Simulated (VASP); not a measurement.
# SnTe (I4/mmm) in VASP: a series of runs, part 2 of 2

VASP 6.6.1. The steps go on from the part before.

### 3 Single point, PBE (strain +0.000 along x and y, +0.050 along z)

Contents of INCAR:

```
SYSTEM = SnTe
PREC = Accurate
ENCUT = 520
EDIFF = 1E-6
ISMEAR = 0
SIGMA = 0.03
LREAL = .FALSE.
LASPH = .TRUE.
NELM = 80
ALGO = Normal
ISIF = 2
LWAVE = .FALSE.
LCHARG = .FALSE.
GGA = PE
NBANDS = 17
```

Contents of KPOINTS:

```
Automatic mesh
0
G
  10 10 10
  0 0 0
```

Contents of POSCAR:

```
SnTe
1.0
    0.0000000000      3.1565000000      3.3143250000
    3.1565000000      0.0000000000      3.3143250000
    3.1565000000      3.1565000000      0.0000000000
Sn Te
1 1
Direct
    0.0000000000      0.0000000000      0.0000000000
    0.5000000000      0.5000000000      0.5000000000
```

Potentials or basis: VASP PAW PBE potentials, release 64 (Sn_d, Te).

Launch:

```bash
$ cat potpaw_PBE.64/Sn_d/POTCAR potpaw_PBE.64/Te/POTCAR > POTCAR
$ mpirun -np 1 vasp_std > vasp.out
```

OUTCAR:

```text
SYSTEM = SnTe
   PREC = Accurate
   ENCUT = 520
   EDIFF = 1E-6
   ISMEAR = 0
   LREAL = .FALSE.
   LASPH = .TRUE.
   NELM = 80
   ISIF = 2
   GGA = PE

 ion  position               nearest neighbor table
   1  0.000  0.000  0.000-   2 3.16   2 3.16   2 3.16   2 3.16   2 3.31   2 3.31
   2  0.500  0.500  0.500-   1 3.16   1 3.16   1 3.16   1 3.16   1 3.31   1 3.31

  LATTYP: Found a body centered tetragonal cell.
 ALAT       =     4.4639651096
 C/A-ratio  =     1.4849242405

  Lattice vectors:

 A1 = (  -3.1565000000,   0.0000000000,   3.3143250000)
 A2 = (   3.1565000000,   0.0000000000,   3.3143250000)
 A3 = (   0.0000000000,   3.1565000000,  -3.3143250000)

Analysis of symmetry for initial positions (statically):
=====================================================================
 Subroutine PRICEL returns:
 Original cell was already a primitive cell.

 Routine SETGRP: Setting up the symmetry group for a
 body centered tetragonal supercell.

 Subroutine GETGRP returns: Found 16 space group operations
 (whereof 16 operations were pure point group operations)
 out of a pool of 16 trial point group operations.

The static configuration has the point symmetry D_4h.

[... 161 lines left out ...]
 E-fermi :   6.3016     XC(G=0):  -9.2494

 val. band max:        6.2751560922   @ k =   0.5000  -0.0000   0.0000
 cond. band min:       6.3280589880   @ k =   0.5000  -0.0000   0.0000
 fundamental gap:      0.0529028958
 Fermi energy:         6.3016075395

 k-point     1 :       0.0000    0.0000    0.0000
  band No.  band energies     occupation
      1     -15.6030      2.00000
      2     -15.5937      2.00000
      3     -15.5937      2.00000
      4     -15.5801      2.00000
      5     -15.5765      2.00000
      6      -6.1310      2.00000
[... 457 lines left out ...]
      4     -15.5783      2.00000
      5     -15.5778      2.00000
      6      -5.1776      2.00000
[... 9 lines left out ...]
     16      15.3649      0.00000
     17      15.5952      0.00000

 [... further k-points ...]

------------------------ aborting loop because EDIFF is reached ----------------------------------------

  FORCE on cell =-STRESS in cart. coord.  units (eV):
  Direction    XX          YY          ZZ          XY          YZ          ZX
  --------------------------------------------------------------------------------------
  -------------------------------------------------------------------------------------
  Total        0.6876697      0.6876697     -1.2925938      0.0000000      0.0000000     -0.0000000
  in kB       16.6822181     16.6822181    -31.3571061      0.0000000      0.0000000     -0.0000000
  external PRESSURE =       0.6691100 kB  Pullay stress =       0.0000000 kB

 VOLUME and BASIS-vectors are now :
 -----------------------------------------------------------------------------
  energy-cutoff  :      520.00
  volume of cell :       66.04
      direct lattice vectors                 reciprocal lattice vectors
     0.000000000  3.156500000  3.314325000    -0.158403295  0.158403295  0.150860281
     3.156500000  0.000000000  3.314325000     0.158403295 -0.158403295  0.150860281
     3.156500000  3.156500000  0.000000000     0.158403295  0.158403295 -0.150860281

 POSITION                                       TOTAL-FORCE (eV/Angst)
 -----------------------------------------------------------------------------------
      0.00000      0.00000      0.00000        -0.000000      0.000000      0.000000
      3.15650      3.15650      3.31433         0.000000     -0.000000      0.000000
 -----------------------------------------------------------------------------------
    total drift:                               -0.000000      0.000000      0.000000

  FREE ENERGIE OF THE ION-ELECTRON SYSTEM (eV)
  ---------------------------------------------------
  free  energy   TOTEN  =        -7.5312996696 eV

  energy  without entropy=       -7.5312374386  energy(sigma->0) =       -7.53126855
```

OSZICAR:

```text
N       E                     dE             d eps       ncg     rms          rms(c)
DAV:   1     0.127196951921E+03    0.12720E+03   -0.95008E+03  3487   0.134E+03
DAV:   2     0.420524059770E+01   -0.12299E+03   -0.11984E+03  3790   0.330E+02
DAV:   3    -0.724816649468E+01   -0.11453E+02   -0.11347E+02  4263   0.890E+01
DAV:   4    -0.758728450717E+01   -0.33912E+00   -0.33885E+00  4197   0.160E+01
DAV:   5    -0.760096947028E+01   -0.13685E-01   -0.13684E-01  5137   0.310E+00    0.409E+00
DAV:   6    -0.752968152432E+01    0.71288E-01   -0.16878E-01  4561   0.256E+00    0.258E+00
DAV:   7    -0.753037946884E+01   -0.69794E-03   -0.57560E-02  4174   0.112E+00    0.885E-01
DAV:   8    -0.753119363913E+01   -0.81417E-03   -0.71858E-03  4336   0.679E-01    0.161E-01
DAV:   9    -0.753128520982E+01   -0.91571E-04   -0.76936E-04  4711   0.245E-01    0.393E-02
DAV:  10    -0.753129137327E+01   -0.61634E-05   -0.10928E-04  4409   0.790E-02    0.237E-02
DAV:  11    -0.753129971367E+01   -0.83404E-05   -0.43397E-05  4244   0.462E-02    0.265E-02
DAV:  12    -0.753129966962E+01    0.44049E-07   -0.26703E-06  4085   0.906E-03
   1 F= -.75312997E+01 E0= -.75312686E+01  d E =-.622310E-04
```

Run time: 45 s. Hardware: 1 thread of Intel Xeon 6975P-C (Granite Rapids), shared host; peak memory 0.28 GiB.

What came out:

```yaml
Free_energy: -7.5313 eV
Pressure: 0.1 GPa
Band_gap_on_the_k_mesh: 0.05 eV
```

Stress tensor (GPa, compression positive):
```
 1.67  0.00  0.00
 0.00  1.67  0.00
 0.00  0.00 -3.14
```

Caveat: the cell differs from its parent crystal (strain +0.000 along x and y, +0.050 along z); spin-orbit coupling is left out, which moves the levels of the heavy elements.

### 4 Single point, PBE (strain +0.025 along x and y, +0.000 along z)

Contents of INCAR:

```
  PREC = Accurate
  ENCUT = 520
  EDIFF = 1E-6
  ISMEAR = 0
  SIGMA = 0.03
  LREAL = F
  LASPH = T
  NELM = 100
  ALGO = Normal
  ISIF = 2
  LWAVE = F
  LCHARG = F
  GGA = PE
  NBANDS = 17
```

Contents of KPOINTS:

```
regular mesh
0
Gamma
  10 10 10
```

Contents of POSCAR:

```
SnTe
1.0
    0.0000000000      3.2354125000      3.1565000000
    3.2354125000      0.0000000000      3.1565000000
    3.2354125000      3.2354125000      0.0000000000
Sn Te
1 1
Direct
    0.0000000000      0.0000000000      0.0000000000
    0.5000000000      0.5000000000      0.5000000000
```

Launch:

```bash
$ cat potpaw_PBE.64/Sn_d/POTCAR potpaw_PBE.64/Te/POTCAR > POTCAR
$ mpirun -np 1 vasp_std > vasp.out
```

Wall time 44 s (1 thread of Intel Xeon 6975P-C (Granite Rapids), shared host); peak memory 0.27 GiB.

The run converged. Its results:

| Item | Value |
| --- | --- |
| Free energy | -7.5553 eV |
| Pressure | -0.1 GPa |
| Band gap on the k mesh | 0.03 eV |

Stress tensor (GPa, compression positive):
```
-1.08  0.00  0.00
 0.00 -1.08  0.00
 0.00  0.00  1.76
```

Levels at points of the mesh, in eV from the valence-band top:
```csv
k point,band 8,band 9,band 10,band 11,band 12,band 13
"(0.00, 0.00, 0.00)",-2.17,-1.91,-1.91,3.04,3.04,3.63
"(0.50, 0.00, 0.00)",-1.70,-1.65,0.00,0.03,0.40,0.52
"(0.50, 0.50, 0.00)",-5.23,-3.52,-3.52,2.35,4.60,4.60
"(0.50, 0.00, 0.50)",-5.18,-3.60,-3.33,2.41,4.39,5.01
```

Caveat: the cell differs from its parent crystal (strain +0.025 along x and y, +0.000 along z); spin-orbit coupling is left out, which moves the levels of the heavy elements. A k mesh can miss the band edges.

### 5 Summary

| cell | gap on the mesh (eV) | pressure (GPa) |
| --- | --- | --- |
| a = 4.520, b = 4.520, c = 4.464 Å, angles 60.4, 60.4, 59.2°, 2 atoms | 0.04 | 0.9 |
| a = 4.577, b = 4.577, c = 4.464 Å, angles 60.8, 60.8, 58.4°, 2 atoms | 0.05 | 0.1 |
| a = 4.520, b = 4.520, c = 4.576 Å, angles 59.6, 59.6, 60.8°, 2 atoms | 0.03 | -0.1 |

Alike in all rows: task single point; level PBE; potentials or basis VASP PAW PBE potentials, release 64 (Sn_d, Te); no spin polarisation; k mesh 10 × 10 × 10; cutoff (eV) 520; smearing gaussian 0.03 eV.

Caveats: spin-orbit coupling is left out, which moves the levels of the heavy elements.

Total energies depend on the potentials used, so only differences within one code and one set of settings carry meaning.
